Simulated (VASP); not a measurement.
Write the native input for VASP 6.6.1 that does the following.

* Task: relaxation of cell and atoms
* Functional: PBE
* Potentials or basis: VASP PAW PBE potentials, release 64 (Ge_d)
* Cutoff: 600 eV
* k mesh: 8 × 8 × 11
* Occupations: fermi-dirac, width 0.05 eV
* Spin: no spin polarisation
* Target pressure: 8.2 GPa
* Dipole correction: no
* Further INCAR settings: ALGO = Normal; EDIFF = 1e-07; IBRION = 2; EDIFFG = -0.005; NSW = 60; ISIF = 3

The structure of Ge lies in POSCAR:

```
Ge
1.0
    4.5930364828      0.0000000000      0.0000000000
   -2.2965182414      3.9776862746      0.0000000000
    0.0000000000      0.0000000000      2.8476826194
Ge
3
Direct
    0.0000000000      0.0000000000      0.0000000000
    0.3333333333      0.6666666667      0.5000000000
    0.6666666667      0.3333333333      0.5000000000
```

One way to write it, as run:

INCAR

```
  PREC = Accurate
  ENCUT = 600
  EDIFF = 1E-7
  ISMEAR = -1
  SIGMA = 0.05
  LREAL = False
  LASPH = True
  NELM = 60
  ALGO = Normal
  ISIF = 3
  LWAVE = False
  LCHARG = False
  GGA = PE
  IBRION = 2
  NSW = 60
  EDIFFG = -0.005
  PSTRESS = 82.0
```

KPOINTS

```
Automatic mesh
0
Gamma
  8 8 11
```

Potentials or basis: VASP PAW PBE potentials, release 64 (Ge_d).

The run is started by

```bash
$ cat potpaw_PBE.64/Ge_d/POTCAR > POTCAR
$ mpirun -np 1 vasp_std > vasp.out
```

It gave:

```json
{
 "Relaxed volume": "17.53 Å³/atom",
 "Relaxed cell": "a = 4.755 Å, b = 4.755 Å, c = 2.685 Å, α = 90.00°, β = 90.00°, γ = 120.00°",
 "Space group after relaxing (to 0.05 Å)": "P6/mmm (No. 191)",
 "Energy change on relaxing (the enthalpy is what falls)": "-43.0 meV/atom",
 "Ionic steps": "14",
 "Pressure after relaxing": "8.2 GPa",
 "Band gap on the k mesh": "zero (band 21 reaches 9.34 eV, above the bottom of band 22 at 4.01 eV)"
}
```

Caveat: the cell is relaxed towards a set pressure, so the enthalpy falls and the energy may rise.

It took 16 min on 1 thread of AMD EPYC 7R43 64-Core Processor (Zen 3), on a shared host, peak memory 0.19 GiB.
